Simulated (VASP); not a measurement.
# Ti (P6_3/mmc) in VASP: further runs

The runs below take Ti through relaxation of cell and atoms, single point, with PBEsol+D3(BJ), PBEsol+D4, PBE0.

Everything below comes from runs of VASP 6.6.1. Logs are shortened: lines on timing, memory, paths and dates and some standing lists are left out, and cuts for length are marked.

## Step 1: The cell of the first run

It takes space group P6_3/mmc (No. 194, hexagonal). The conventional cell has a = 2.950 Å, b = 2.950 Å, c = 4.680 Å, α = 90.00°, β = 90.00°, γ = 120.00°. Within 3.8 Å of Ti (site symmetry -6m2) lie 12 Ti at 2.89 to 2.95 Å.

## Step 2: Relaxation of cell and atoms, PBEsol+D3(BJ)

INCAR reads:

```
SYSTEM = Ti
ALGO = Normal
EDIFF = 1E-7
EDIFFG = -0.01
ENCUT = 600
GGA = PS
IBRION = 2
ISIF = 3
ISMEAR = -1
IVDW = 12
LASPH = .TRUE.
LCHARG = .FALSE.
LREAL = .FALSE.
LWAVE = .FALSE.
NELM = 80
NSW = 60
PREC = Accurate
SIGMA = 0.05
```

KPOINTS reads:

```
k-points
0
G
  10 10 6
  0 0 0
```

POSCAR reads:

```
Ti
1.0
    2.9500000000      0.0000000000      0.0000000000
   -1.4750000000      2.5547749412      0.0000000000
    0.0000000000      0.0000000000      4.6800000000
Ti
2
Direct
    0.6666666667      0.3333333333      0.7500000000
    0.3333333333      0.6666666667      0.2500000000
```

Potentials or basis: VASP PAW PBE potentials, release 64 (Ti_sv).

Run with:

```sh
cat potpaw_PBE.64/Ti_sv/POTCAR > POTCAR
mpirun -np 1 vasp_std > vasp.out
```

OUTCAR:

```text
SYSTEM = Ti
   EDIFF = 1E-7
   EDIFFG = -0.01
   ENCUT = 600
   GGA = PS
   IBRION = 2
   ISIF = 3
   ISMEAR = -1
   IVDW = 12
   LASPH = .TRUE.
   LREAL = .FALSE.
   NELM = 80
   NSW = 60
   PREC = Accurate
 IVDW          = 12

 ion  position               nearest neighbor table
   1  0.667  0.333  0.750-   2 2.89   2 2.89   2 2.89   2 2.89   2 2.89   2 2.89
   2  0.333  0.667  0.250-   1 2.89   1 2.89   1 2.89   1 2.89   1 2.89   1 2.89

  LATTYP: Found a hexagonal cell.
 ALAT       =     2.9500000000
 C/A-ratio  =     1.5864406780

  Lattice vectors:

 A1 = (   2.9500000000,   0.0000000000,   0.0000000000)
 A2 = (  -1.4750000000,   2.5547749412,   0.0000000000)
 A3 = (   0.0000000000,   0.0000000000,   4.6800000000)

Analysis of symmetry for initial positions (statically):
=====================================================================
 Subroutine PRICEL returns:
 Original cell was already a primitive cell.

 Routine SETGRP: Setting up the symmetry group for a
 hexagonal supercell.

 Subroutine GETGRP returns: Found 24 space group operations
 (whereof 12 operations were pure point group operations)
 out of a pool of 24 trial point group operations.

The static configuration has the point symmetry D_3d.
 The point group associated with its full space group is D_6h.

Analysis of symmetry for dynamics (positions and initial velocities):
=====================================================================
 Subroutine PRICEL returns:
 Original cell was already a primitive cell.

 Routine SETGRP: Setting up the symmetry group for a
 hexagonal supercell.

 Subroutine GETGRP returns: Found 24 space group operations
 (whereof 12 operations were pure point group operations)
 out of a pool of 24 trial point group operations.

The dynamic configuration has the point symmetry D_3d.
 The point group associated with its full space group is D_6h.

 Subroutine INISYM returns: Found 24 space group operations
 (whereof 12 operations are pure point group operations),
 and found     1 'primitive' translations

----------------------------------------------------------------------------------------

                                     Primitive cell

  volume of cell :      35.2712

  direct lattice vectors                    reciprocal lattice vectors
     2.950000000  0.000000000  0.000000000     0.338983051  0.195711956  0.000000000
    -1.475000000  2.554774941  0.000000000     0.000000000  0.391423911  0.000000000
     0.000000000  0.000000000  4.680000000     0.000000000  0.000000000  0.213675214

  length of vectors
     2.950000000  2.950000000  4.680000000     0.391423911  0.391423911  0.213675214

  position of ions in fractional coordinates (direct lattice)
     0.666666667  0.333333333  0.750000000
     0.333333333  0.666666667  0.250000000

  ion indices of the primitive-cell ions
   primitive index   ion index
                 1           1
                 2           2

----------------------------------------------------------------------------------------

 KPOINTS: k-points

Automatic generation of k-mesh.
 Grid dimensions read from file:
 generate k-points for:   10   10    6

 Generating k-lattice:

  Cartesian coordinates                     Fractional coordinates (reciprocal lattice)
     0.033898305  0.019571196  0.000000000     0.100000000 -0.000000000  0.000000000
     0.000000000  0.039142391  0.000000000     0.000000000  0.100000000  0.000000000
     0.000000000  0.000000000  0.035612536     0.000000000  0.000000000  0.166666667

  Length of vectors
     0.039142391  0.039142391  0.035612536

  Shift w.r.t. Gamma in fractional coordinates (k-lattice)
     0.000000000  0.000000000  0.000000000

 Subroutine IBZKPT returns following result:
 ===========================================

 Found     56 irreducible k-points:

 Following reciprocal coordinates:
            Coordinates               Weight
  0.000000  0.000000  0.000000      1.000000
  0.100000  0.000000  0.000000      6.000000
  0.200000  0.000000  0.000000      6.000000
  0.300000  0.000000  0.000000      6.000000
  0.400000  0.000000  0.000000      6.000000
  0.500000  0.000000  0.000000      3.000000
[... 16 lines left out ...]
  0.300000  0.100000  0.166667     24.000000
  0.400000  0.100000  0.166667     24.000000
 [... further k-points ...]
   k-points           NKPTS =     56   k-points in BZ     NKDIM =     56   number of bands    NBANDS=     16
   number of dos      NEDOS =    301   number of ions     NIONS =      2
   total plane-waves  NPLWV =  23040
   dimension x,y,z NGX =    24 NGY =   24 NGZ =   40
   dimension x,y,z NGXF=    48 NGYF=   48 NGZF=   80
   ions per type =               2
   NGX,Y,Z   is equivalent  to a cutoff of  13.53, 13.53, 14.21 a.u.
   NGXF,Y,Z  is equivalent  to a cutoff of  27.05, 27.05, 28.42 a.u.
 SYSTEM =  Ti
   PREC   = accura    normal or accurate (medium, high low for compatibility)
   ISTART =      0    job   : 0-new  1-cont  2-samecut
   ICHARG =      2    charge: 1-file 2-atom 10-const
   ISPIN  =      1    spin polarized calculation?
   LNONCOLLINEAR =      F non collinear calculations
   LSORBIT =      F    spin-orbit coupling
   LASPH  =      T    aspherical Exc in radial PAW
   ENCUT  =  600.0 eV  44.10 Ry    6.64 a.u.   5.89  5.89  9.35*2*pi/ulx,y,z
   NELM   =     80;   NELMIN=  2; NELMDL= -5     # of ELM steps
   EDIFF  = 0.1E-06   stopping-criterion for ELM
   LREAL  =      F    real-space projection
   EDIFFG = -.1E-01   stopping-criterion for IOM
   NSW    =     60    number of steps for IOM
   IBRION =      2    ionic relax: 0-MD 1-quasi-New 2-CG
   NFREE  =      1    steps in history (QN), initial steepest desc. (CG)
   ISIF   =      3    stress and relaxation
   ISYM   =      2    0-nonsym 1-usesym 2-fastsym
   POTIM  = 0.5000    time-step for ionic-motion
   TEBEG  =    0.0;   TEEND  =   0.0 temperature during run
   PSTRESS=    0.0 pullay stress
   NELECT =      24.0000    total number of electrons
   NUPDOWN=      -1.0000    fix difference up-down
   EMIN   =  10.00;   EMAX   =-10.00  energy-range for DOS
   EFERMI =   0.00;   METHOD = LEGACY
   ISMEAR =    -1;   SIGMA  =   0.05  broadening in eV -4-tet -1-fermi 0-gaus
   EFERMI_NEDOS =   21; number of points for ismear=-14 and -15
   IALGO  =     38    algorithm
   IMIX   =      4    mixing-type and parameters
     AMIX     =   0.40;   BMIX     =  1.00
     AMIX_MAG =   1.60;   BMIX_MAG =  1.00
  volume/ion in A,a.u.               =      17.64       119.01
  Fermi-wavevector in a.u.,A,eV,Ry     =   1.439920  2.721055 28.209912  2.073370
  Thomas-Fermi vector in A             =   2.558722
   LORBIT       =      0    0 simple, 1 ext, 2 COOP (PROOUT), +10 PAW based schemes
   GGA     = PS    functional components
   LHFCALC =     F    Hartree Fock is set to
   AEXX    =    0.0000 exact exchange contribution
   IVDW    =    12    specifies the selected vdW correction
   LEPSILON=     F    determine dielectric tensor
   LRPA    =     F    only Hartree local field effects (RPA)
 conjugate gradient relaxation of ions
 non-spin polarized calculation
  energy-cutoff  :      600.00
  volume of cell :       35.27
 maximum number of plane-waves:      1194
 NGX is ok and might be reduce to    24
   NGX = 11   NGY = 11   NGZ = 19

--------------------------------------- Ionic step        1  -------------------------------------------

 number of electron      23.9999997 magnetization

 Free energy of the ion-electron system (eV)
  ---------------------------------------------------
  ext. energy  EPLUGINS =         0.00000000
  ---------------------------------------------------
  free energy    TOTEN  =       -16.64890005 eV

  energy without entropy =      -16.62891097  energy(sigma->0) =      -16.63890551

------------------------ aborting loop because EDIFF is reached ----------------------------------------

 Edisp (eV)   -1.18115

 E8    (eV) :    -0.8265

  FORCE on cell =-STRESS in cart. coord.  units (eV):
  Direction    XX          YY          ZZ          XY          YZ          ZX
  --------------------------------------------------------------------------------------
  -------------------------------------------------------------------------------------
  Total      -2.46128    -2.46128    -2.57295     0.00000     0.00000    -0.00000
  in kB    -111.80221  -111.80221  -116.87496     0.00000     0.00000    -0.00000
  external pressure =     -113.49 kB  Pullay stress =        0.00 kB
[... 21 lines left out ...]
  energy  without entropy=      -17.8100615966  energy(sigma->0) =      -17.82005614

--------------------------------------- Ionic step        2  -------------------------------------------

 number of electron      23.9999996 magnetization

 E-fermi :  10.1382     XC(G=0): -12.4788

 val. band max:       10.1259337547   @ k =   0.3000   0.2000   0.3333
 cond. band min:      10.1479775012   @ k =   0.2000   0.2000   0.5000
 fundamental gap:      0.0220437465
 Fermi energy:        10.1381835269

 k-point     1 :       0.0000    0.0000    0.0000
  band No.  band energies     occupation
      1     -46.2351      2.00000
      2     -45.9596      2.00000
      3     -23.1677      2.00000
      4     -22.0771      2.00000
      5     -22.0771      2.00000
      6     -21.9351      2.00000
[... 8 lines left out ...]
     15      11.6313      0.00000
     16      11.6313      0.00000
[... 420 lines left out ...]
  band No.  band energies     occupation
      1     -45.9924      2.00000
      2     -45.9145      2.00000
      3     -22.9365      2.00000
      4     -22.7381      2.00000
      5     -22.5295      2.00000
      6     -22.3331      2.00000
[... 8 lines left out ...]
     15      11.5696      0.00000
     16      13.8973      0.00000

 [... further k-points ...]

------------------------ aborting loop because EDIFF is reached ----------------------------------------

 Edisp (eV)   -1.42595

 E8    (eV) :    -0.9976

  FORCE on cell =-STRESS in cart. coord.  units (eV):
  Direction    XX          YY          ZZ          XY          YZ          ZX
  --------------------------------------------------------------------------------------
  -------------------------------------------------------------------------------------
  Total       2.05169     2.05169     2.11865     0.00000     0.00000     0.00000
  in kB     112.30241   112.30241   115.96781     0.00000     0.00000     0.00000
  external pressure =      113.52 kB  Pullay stress =        0.00 kB
[... 181 lines left out ...]
  energy  without entropy=      -17.9507571356  energy(sigma->0) =      -17.95975666

--------------------------------------- Ionic step        7  -------------------------------------------

 number of electron      24.0000007 magnetization

 Free energy of the ion-electron system (eV)
  ---------------------------------------------------
  ext. energy  EPLUGINS =         0.00000000
  ---------------------------------------------------
  free energy    TOTEN  =       -16.65152092 eV

  energy without entropy =      -16.63365499  energy(sigma->0) =      -16.64258795

 E-fermi :   9.2156     XC(G=0): -12.0847

 val. band max:        9.1301711401   @ k =   0.1000   0.1000   0.1667
 cond. band min:       9.2159412389   @ k =   0.3000   0.2000   0.5000
 fundamental gap:      0.0857700988
 Fermi energy:         9.2156035597

 k-point     1 :       0.0000    0.0000    0.0000
  band No.  band energies     occupation
      1     -47.2583      2.00000
      2     -47.0537      2.00000
      3     -24.0749      2.00000
      4     -23.2083      2.00000
      5     -23.2083      2.00000
      6     -23.1038      2.00000
[... 8 lines left out ...]
     15      10.6176      0.00000
     16      10.6176      0.00000
[... 420 lines left out ...]
  band No.  band energies     occupation
      1     -47.0803      2.00000
      2     -47.0224      2.00000
      3     -23.8782      2.00000
      4     -23.7212      2.00000
      5     -23.5691      2.00000
      6     -23.4081      2.00000
[... 8 lines left out ...]
     15      10.5271      0.00000
     16      12.6482      0.00000

 [... further k-points ...]

------------------------ aborting loop because EDIFF is reached ----------------------------------------

 Edisp (eV)   -1.31726

 E8    (eV) :    -0.9217

  FORCE on cell =-STRESS in cart. coord.  units (eV):
  Direction    XX          YY          ZZ          XY          YZ          ZX
  --------------------------------------------------------------------------------------
  -------------------------------------------------------------------------------------
  Total      -0.00284    -0.00284    -0.00641     0.00000     0.00000     0.00000
  in kB      -0.14375    -0.14375    -0.32409     0.00000     0.00000     0.00000
  external pressure =       -0.20 kB  Pullay stress =        0.00 kB
[... 17 lines left out ...]
  FREE ENERGIE OF THE ION-ELECTRON SYSTEM (eV)
  ---------------------------------------------------
  free  energy   TOTEN  =       -17.9687852301 eV

  energy  without entropy=      -17.9509193062  energy(sigma->0) =      -17.95985227

 reached required accuracy - stopping structural energy minimisation
```

Wall time 4.6 min (1 thread of Intel Xeon 8259CL, shared host); peak memory 0.19 GiB.

What came out:

| Property | Result |
| --- | --- |
| Free energy | -17.9688 eV |
| Relaxed volume | 15.83 Å³/atom |
| Relaxed cell | a = 2.850 Å, b = 2.850 Å, c = 4.500 Å, α = 90.00°, β = 90.00°, γ = 120.00° |
| Space group after relaxing (to 0.1 Å) | P6_3/mmc (No. 194) |
| Energy gained by relaxing | 69.4 meV/atom |
| Ionic steps | 7 |
| Pressure after relaxing | 0.0 GPa |
| Band gap on the k mesh | zero (bands 12 and 13 overlap by 0.99 eV) |
| Dispersion energy per atom | -0.659 eV |

The path:
```csv
step,energy change (eV),largest force (eV/Å),pressure (GPa),volume (Å³)
1,0.0000,0.0000,-11.35,35.27
2,-0.0587,0.0000,11.35,29.27
3,-0.1386,0.0000,-0.11,31.69
4,-0.1386,0.0000,0.17,31.62
5,-0.1387,0.0000,-0.11,31.69
6,-0.1387,0.0000,-0.11,31.69
7,-0.1387,0.0000,-0.02,31.67
```

Final structure:
```xyz
2
Lattice="2.8505 0.0000 0.0000 -1.4252 2.4686 0.0000 0.0000 0.0000 4.5001" Properties=species:S:1:pos:R:3 pbc="T T T"
Ti    1.4252    0.8229    3.3751
Ti    0.0000    1.6457    1.1250
```

Caveat: the PAW data sets were made with another functional, which shifts forces and pressure a little.

## Step 3: Relaxation of cell and atoms, PBEsol+D4

INCAR reads:

```
  PREC = Accurate
  ENCUT = 600
  EDIFF = 1E-7
  ISMEAR = -1
  SIGMA = 0.05
  LREAL = F
  LASPH = T
  NELM = 100
  ALGO = Normal
  ISIF = 3
  LWAVE = F
  LCHARG = F
  GGA = PS
  IVDW = 13
  IBRION = 2
  NSW = 60
  EDIFFG = -0.01
```

KPOINTS reads:

```
Automatic mesh
0
Gamma
  10 10 6
```

POSCAR is that of step 2.

Potentials or basis: VASP PAW PBE potentials, release 64 (Ti_sv).

Run with:

```sh
cat potpaw_PBE.64/Ti_sv/POTCAR > POTCAR
mpirun -np 1 vasp_std > vasp.out
```

Wall time 5 min (1 thread of Intel Xeon 8259CL, shared host); peak memory 0.19 GiB.

Results (log left out):

```
Free energy                           : -16.9311 eV
Relaxed volume                        : 16.52 Å³/atom
Relaxed cell                          : a = 2.892 Å, b = 2.892 Å, c = 4.562 Å, α = 90.00°, β = 90.00°, γ = 120.00°
Space group after relaxing (to 0.1 Å) : P6_3/mmc (No. 194)
Energy gained by relaxing             : 25.4 meV/atom
Ionic steps                           : 7
Pressure after relaxing               : 0.0 GPa
Band gap on the k mesh                : zero (bands 12 and 13 overlap by 0.99 eV)
Dispersion energy per atom            : -0.123 eV
```

The path:
| step | energy change (eV) | largest force (eV/Å) | pressure (GPa) | volume (Å³) |
| --- | --- | --- | --- | --- |
| 1 | 0.0000 | 0.0000 | -6.92 | 35.27 |
| 2 | -0.0227 | 0.0000 | 6.08 | 31.52 |
| 3 | -0.0506 | 0.0000 | -0.03 | 33.05 |
| 4 | -0.0506 | 0.0000 | 0.12 | 33.01 |
| 5 | -0.0507 | 0.0000 | -0.08 | 33.07 |
| 6 | -0.0507 | 0.0000 | -0.12 | 33.08 |
| 7 | -0.0507 | 0.0000 | 0.02 | 33.04 |

Final structure:
```yaml
crystal:
  lattice:
    - [2.89211, 0.00000, 0.00000]
    - [-1.44606, 2.50464, 0.00000]
    - [0.00000, 0.00000, 4.56151]
  atoms:
    - { symbol: Ti, position: [0.66667, 0.33333, 0.75000] }
    - { symbol: Ti, position: [0.33333, 0.66667, 0.25000] }
```

Levels at points of the mesh, in eV from the Fermi level:
```csv
k point,band 10,band 11,band 12,band 13,band 14,band 15
"(0.00, 0.00, 0.00)",-2.81,0.80,0.80,0.96,0.97,1.35
"(0.50, 0.00, 0.00)",-2.31,-1.97,-0.57,0.46,0.69,1.28
"(0.00, 0.00, 0.50)",-4.38,0.11,0.11,0.69,0.69,0.69
"(0.50, 0.00, 0.50)",-2.68,-0.86,-0.86,1.48,1.48,1.82
```

Caveat: the PAW data sets were made with another functional, which shifts forces and pressure a little.

[end of part 1 of 2]

The gap in the log of VASP goes by the Fermi energy; the results here count the filled bands.